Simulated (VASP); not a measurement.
# HfO2 (rhombohedral fluorite derivative) (R3m) in VASP: single point with PBEsol

Aim: the single point of HfO2 (rhombohedral fluorite derivative) with PBEsol.

Program: VASP 6.6.1. These are calculated values, not measurements. Logs are shortened: lines on timing, memory, paths and dates and some standing lists are left out, and cuts for length are marked.

## Step 1: The cell of the first run

Symmetry: R3m, No. 160, trigonal system. The conventional cell has a = 7.200 Å, b = 7.200 Å, c = 8.880 Å, α = 90.00°, β = 90.00°, γ = 120.00°. Within 2.7 Å of Hf (site symmetry 3m) lie 8 O at 2.02 to 2.50 Å. Within 2.8 Å of Hf (site symmetry m) lie 8 O at 2.13 to 2.29 Å. O (site symmetry 3m) has 4 Hf at 2.13 to 2.50 Å and 6 O at 2.54 to 2.62 Å within 2.8 Å. O (site symmetry m) has 4 Hf at 2.02 to 2.29 Å and 6 O at 2.54 to 2.62 Å within 2.7 Å. O (site symmetry m) has 4 Hf at 2.14 to 2.46 Å and 6 O at 2.54 to 2.62 Å within 2.8 Å. O (site symmetry 3m) has 4 Hf at 2.02 to 2.28 Å and 6 O at 2.54 to 2.61 Å within 2.7 Å.

## Step 2: Single point, PBEsol

INCAR reads:

```
ALGO = Normal
EDIFF = 1E-7
ENCUT = 520
GGA = PS
ISIF = 2
ISMEAR = 0
LASPH = True
LCHARG = True
LELF = True
LREAL = False
LVHAR = True
LWAVE = False
NBANDS = 56
NELM = 60
PREC = Accurate
SIGMA = 0.01
```

KPOINTS reads:

```
k-points
0
Gamma
  4 4 4
```

POSCAR reads:

```
HfO2
1.0
    5.1030693465      0.0119005220      0.0119005220
    0.0119005220      5.1030693465      0.0119005220
    0.0119005220      0.0119005220      5.1030693465
Hf O
4 8
Direct
    1.0187459437      1.0187459437      1.0187459437
    0.0207908654      0.5202930013      0.5202956843
    0.5202956843      0.0207908654      0.5202930013
    0.5202930013      0.5202956843      0.0207908654
    0.3001296155      0.3001296155      0.3001296155
    0.2486292369      0.2486392354      0.7928255247
    0.2486392354      0.7928255247      0.2486292369
    0.2986375399      0.7409612681      0.7409568465
    0.7928255247      0.2486292369      0.2486392354
    0.7409568465      0.2986375399      0.7409612681
    0.7409612681      0.7409568465      0.2986375399
    0.7914936400      0.7914936400      0.7914936400
```

Potentials or basis: VASP PAW PBE potentials, release 64 (Hf_pv, O).

Started as:

```
cat potpaw_PBE.64/Hf_pv/POTCAR potpaw_PBE.64/O/POTCAR > POTCAR
mpirun -np 1 vasp_std > vasp.out
```

OUTCAR:

```text
EDIFF = 1E-7
   ENCUT = 520
   GGA = PS
   ISIF = 2
   ISMEAR = 0
   LASPH = True
   LREAL = False
   NELM = 60
   PREC = Accurate

 ion  position               nearest neighbor table
   1  0.019  0.019  0.019-   6 2.02   7 2.02   9 2.02  12 2.02  10 2.46  11 2.46   8 2.46   5 2.50
                             3 3.60   4 3.60   2 3.60   3 3.60   4 3.60   2 3.60   4 3.61   2 3.61
   2  0.021  0.520  0.520-   5 2.13  11 2.14  10 2.14   8 2.14  12 2.28   6 2.28   7 2.28   9 2.29
                             3 3.60   4 3.60   1 3.60   1 3.60   3 3.60   4 3.60   1 3.61   4 3.62
   3  0.520  0.021  0.520-   5 2.13   8 2.14  11 2.14  10 2.14  12 2.28   9 2.28   6 2.28   7 2.29
                             4 3.60   2 3.60   1 3.60   1 3.60   4 3.60   2 3.60   1 3.61   4 3.62
   4  0.520  0.520  0.021-   5 2.13  10 2.14   8 2.14  11 2.14  12 2.28   7 2.28   9 2.28   6 2.29
                             3 3.60   2 3.60   1 3.60   1 3.60   2 3.60   3 3.60   1 3.61   2 3.62
   5  0.300  0.300  0.300-   2 2.13   3 2.13   4 2.13   1 2.50
   6  0.249  0.249  0.793-   1 2.02   2 2.28   3 2.28   4 2.29
   7  0.249  0.793  0.249-   1 2.02   4 2.28   2 2.28   3 2.29
   8  0.299  0.741  0.741-   3 2.14   4 2.14   2 2.14   1 2.46
   9  0.793  0.249  0.249-   1 2.02   3 2.28   4 2.28   2 2.29
  10  0.741  0.299  0.741-   4 2.14   2 2.14   3 2.14   1 2.46
  11  0.741  0.741  0.299-   2 2.14   3 2.14   4 2.14   1 2.46
  12  0.791  0.791  0.791-   1 2.02   2 2.28   3 2.28   4 2.28

  LATTYP: Found a trigonal (rhomboedric) cell.
 ALAT       =     5.1030970988
 COS(alpha) =     0.0046694520

  Lattice vectors:

 A1 = (   5.1030693465,   0.0119005220,   0.0119005220)
 A2 = (   0.0119005220,   5.1030693465,   0.0119005220)
 A3 = (   0.0119005220,   0.0119005220,   5.1030693465)

Analysis of symmetry for initial positions (statically):
=====================================================================
 Subroutine PRICEL returns:
 Original cell was already a primitive cell.

 Routine SETGRP: Setting up the symmetry group for a
 trigonal (rhombohedral) supercell.

 Subroutine GETGRP returns: Found  6 space group operations
 (whereof  6 operations were pure point group operations)
 out of a pool of 12 trial point group operations.

The static configuration has the point symmetry C_3v.

Analysis of symmetry for dynamics (positions and initial velocities):
=====================================================================
 Subroutine PRICEL returns:
 Original cell was already a primitive cell.

 Routine SETGRP: Setting up the symmetry group for a
 trigonal (rhombohedral) supercell.

 Subroutine GETGRP returns: Found  6 space group operations
 (whereof  6 operations were pure point group operations)
 out of a pool of 12 trial point group operations.

The dynamic configuration has the point symmetry C_3v.

 Subroutine INISYM returns: Found  6 space group operations
 (whereof  6 operations are pure point group operations),
 and found     1 'primitive' translations

----------------------------------------------------------------------------------------

                                     Primitive cell

  volume of cell :     132.8885

  direct lattice vectors                    reciprocal lattice vectors
     5.103069346  0.011900522  0.011900522     0.195962622 -0.000455928 -0.000455928
     0.011900522  5.103069346  0.011900522    -0.000455928  0.195962622 -0.000455928
     0.011900522  0.011900522  5.103069346    -0.000455928 -0.000455928  0.195962622

  length of vectors
     5.103097099  5.103097099  5.103097099     0.195963683  0.195963683  0.195963683

  position of ions in fractional coordinates (direct lattice)
     0.018745944  0.018745944  0.018745944
     0.020790865  0.520293001  0.520295684
     0.520295684  0.020790865  0.520293001
     0.520293001  0.520295684  0.020790865
     0.300129615  0.300129615  0.300129615
     0.248629237  0.248639235  0.792825525
     0.248639235  0.792825525  0.248629237
     0.298637540  0.740961268  0.740956846
     0.792825525  0.248629237  0.248639235
     0.740956846  0.298637540  0.740961268
     0.740961268  0.740956846  0.298637540
     0.791493640  0.791493640  0.791493640

[... 27 lines left out ...]
    -0.000113982  0.048990656 -0.000113982     0.000000000  0.250000000  0.000000000
    -0.000113982 -0.000113982  0.048990656     0.000000000  0.000000000  0.250000000

  Length of vectors
     0.048990921  0.048990921  0.048990921

  Shift w.r.t. Gamma in fractional coordinates (k-lattice)
     0.000000000  0.000000000  0.000000000

 Subroutine IBZKPT returns following result:
 ===========================================

 Found     13 irreducible k-points:

 Following reciprocal coordinates:
            Coordinates               Weight
  0.000000  0.000000  0.000000      1.000000
  0.250000  0.000000  0.000000      6.000000
  0.500000  0.000000  0.000000      3.000000
  0.250000  0.250000  0.000000      6.000000
  0.500000  0.250000  0.000000     12.000000
 -0.250000  0.250000  0.000000      6.000000
  0.500000  0.500000  0.000000      3.000000
  0.250000  0.250000  0.250000      2.000000
  0.500000  0.250000  0.250000      6.000000
 -0.250000  0.250000  0.250000      6.000000
  0.500000  0.500000  0.250000      6.000000
 -0.250000  0.500000  0.250000      6.000000
  0.500000  0.500000  0.500000      1.000000
   k-points           NKPTS =     13   k-points in BZ     NKDIM =     13   number of bands    NBANDS=     56
   number of dos      NEDOS =    301   number of ions     NIONS =     12
   total plane-waves  NPLWV =  64000
   dimension x,y,z NGX =    40 NGY =   40 NGZ =   40
   dimension x,y,z NGXF=    80 NGYF=   80 NGZF=   80
   ions per type =               4   8
   NGX,Y,Z   is equivalent  to a cutoff of  13.03, 13.03, 13.03 a.u.
   NGXF,Y,Z  is equivalent  to a cutoff of  26.06, 26.06, 26.06 a.u.
 SYSTEM =  unknown system
   PREC   = accura    normal or accurate (medium, high low for compatibility)
   ISTART =      0    job   : 0-new  1-cont  2-samecut
   ICHARG =      2    charge: 1-file 2-atom 10-const
   ISPIN  =      1    spin polarized calculation?
   LNONCOLLINEAR =      F non collinear calculations
   LSORBIT =      F    spin-orbit coupling
   LASPH  =      T    aspherical Exc in radial PAW
   ENCUT  =  520.0 eV  38.22 Ry    6.18 a.u.   9.49  9.49  9.49*2*pi/ulx,y,z
   NELM   =     60;   NELMIN=  2; NELMDL= -5     # of ELM steps
   EDIFF  = 0.1E-06   stopping-criterion for ELM
   LREAL  =      F    real-space projection
   EDIFFG = 0.1E-05   stopping-criterion for IOM
   NSW    =      0    number of steps for IOM
   IBRION =     -1    ionic relax: 0-MD 1-quasi-New 2-CG
   NFREE  =      0    steps in history (QN), initial steepest desc. (CG)
   ISIF   =      2    stress and relaxation
   ISYM   =      2    0-nonsym 1-usesym 2-fastsym
   POTIM  = 0.5000    time-step for ionic-motion
   TEBEG  =    0.0;   TEEND  =   0.0 temperature during run
   PSTRESS=    0.0 pullay stress
   NELECT =      88.0000    total number of electrons
   NUPDOWN=      -1.0000    fix difference up-down
   EMIN   =  10.00;   EMAX   =-10.00  energy-range for DOS
   EFERMI =   0.00;   METHOD = LEGACY
   ISMEAR =     0;   SIGMA  =   0.01  broadening in eV -4-tet -1-fermi 0-gaus
   EFERMI_NEDOS =   21; number of points for ismear=-14 and -15
   IALGO  =     38    algorithm
   IMIX   =      4    mixing-type and parameters
     AMIX     =   0.40;   BMIX     =  1.00
     AMIX_MAG =   1.60;   BMIX_MAG =  1.00
  volume/ion in A,a.u.               =      11.07        74.73
  Fermi-wavevector in a.u.,A,eV,Ry     =   1.426943  2.696531 27.703723  2.036166
  Thomas-Fermi vector in A             =   2.547166
   LORBIT       =      0    0 simple, 1 ext, 2 COOP (PROOUT), +10 PAW based schemes
   GGA     = PS    functional components
   LHFCALC =     F    Hartree Fock is set to
   AEXX    =    0.0000 exact exchange contribution
   IVDW    =     0    specifies the selected vdW correction
   LEPSILON=     F    determine dielectric tensor
   LRPA    =     F    only Hartree local field effects (RPA)
 non-spin polarized calculation
 Gauss-broadening in eV      SIGMA  =   0.01
  energy-cutoff  :      520.00
  volume of cell :      132.89
 maximum number of plane-waves:      3623
 NGX is ok and might be reduce to    40
   NGX = 19   NGY = 19   NGZ = 19

 number of electron      88.0000008 magnetization

 Free energy of the ion-electron system (eV)
  ---------------------------------------------------
  ext. energy  EPLUGINS =         0.00000000
  ---------------------------------------------------
  free energy    TOTEN  =      -126.62663596 eV

  energy without entropy =     -126.62663596  energy(sigma->0) =     -126.62663596

 E-fermi :   3.4354     XC(G=0): -11.9938

 val. band max:        3.3170071143   @ k =   0.5000   0.0000   0.0000
 cond. band min:       7.5647660572   @ k =   0.0000   0.0000   0.0000
 fundamental gap:      4.2477589428
 Fermi energy:         3.4354060330

 k-point     1 :       0.0000    0.0000    0.0000
  band No.  band energies     occupation
      1     -26.1521      2.00000
      2     -26.1423      2.00000
      3     -26.1423      2.00000
      4     -25.9018      2.00000
      5     -25.9018      2.00000
      6     -25.8970      2.00000
[... 756 lines left out ...]
     55      10.6631      0.00000
     56      10.7241      0.00000

------------------------ aborting loop because EDIFF is reached ----------------------------------------

  FORCE on cell =-STRESS in cart. coord.  units (eV):
  Direction    XX          YY          ZZ          XY          YZ          ZX
  --------------------------------------------------------------------------------------
  -------------------------------------------------------------------------------------
  Total       -6.5503185     -6.5503185     -6.5503185     -0.1714979     -0.1714979     -0.1714979
  in kB      -78.9742784    -78.9742784    -78.9742784     -2.0676743     -2.0676743     -2.0676743
  external PRESSURE =     -78.9742784 kB  Pullay stress =       0.0000000 kB

 VOLUME and BASIS-vectors are now :
 -----------------------------------------------------------------------------
  energy-cutoff  :      520.00
  volume of cell :      132.89
      direct lattice vectors                 reciprocal lattice vectors
     5.103069346  0.011900522  0.011900522     0.195962622 -0.000455928 -0.000455928
     0.011900522  5.103069346  0.011900522    -0.000455928  0.195962622 -0.000455928
     0.011900522  0.011900522  5.103069346    -0.000455928 -0.000455928  0.195962622

 POSITION                                       TOTAL-FORCE (eV/Angst)
 -----------------------------------------------------------------------------------
      0.09611      0.09611      0.09611         0.000430      0.000430      0.000430
      0.11848      2.66153      2.66154         0.003460      0.000206      0.000206
      2.66154      0.11848      2.66153         0.000206      0.003460      0.000206
      2.66153      2.66154      0.11848         0.000206      0.000206      0.003460
      1.53873      1.53873      1.53873         0.010903      0.010903      0.010903
      1.28117      1.28122      4.05176        -0.009185     -0.009185      0.004899
      1.28122      4.05176      1.28117        -0.009185      0.004899     -0.009185
      1.54160      3.79355      3.79353         0.008182     -0.007019     -0.007019
      4.05176      1.28117      1.28122         0.004899     -0.009185     -0.009185
      3.79353      1.54160      3.79355        -0.007019      0.008182     -0.007019
      3.79355      3.79353      1.54160        -0.007019     -0.007019      0.008182
      4.05789      4.05789      4.05789         0.004121      0.004121      0.004121
 -----------------------------------------------------------------------------------
    total drift:                               -0.000114     -0.000114     -0.000113

  FREE ENERGIE OF THE ION-ELECTRON SYSTEM (eV)
  ---------------------------------------------------
  free  energy   TOTEN  =      -126.6266359639 eV

  energy  without entropy=     -126.6266359639  energy(sigma->0) =     -126.62663596
```

Run time: 90 s. Hardware: 1 thread of AMD EPYC 7R13 (Zen 3), shared host; peak memory 0.24 GiB.

Results:

```
Free energy            : -126.6266 eV
Pressure               : -7.9 GPa
Largest force          : 0.019 eV/Å
Band gap on the k mesh : 4.25 eV, indirect (least direct gap 4.28 eV)
```

Forces on the atoms (eV/Å):
```
Hf   0.000  0.000  0.000
Hf   0.003  0.000  0.000
Hf   0.000  0.003  0.000
Hf   0.000  0.000  0.003
O    0.011  0.011  0.011
O   -0.009 -0.009  0.005
O   -0.009  0.005 -0.009
O    0.008 -0.007 -0.007
O    0.005 -0.009 -0.009
O   -0.007  0.008 -0.007
O   -0.007 -0.007  0.008
O    0.004  0.004  0.004
```

Caveat: the PAW data sets were made with another functional, which shifts forces and pressure a little; spin-orbit coupling is left out, which moves the levels of the heavy elements. Expect the measured gap to be larger: semilocal functionals such as PBEsol lack the derivative discontinuity.
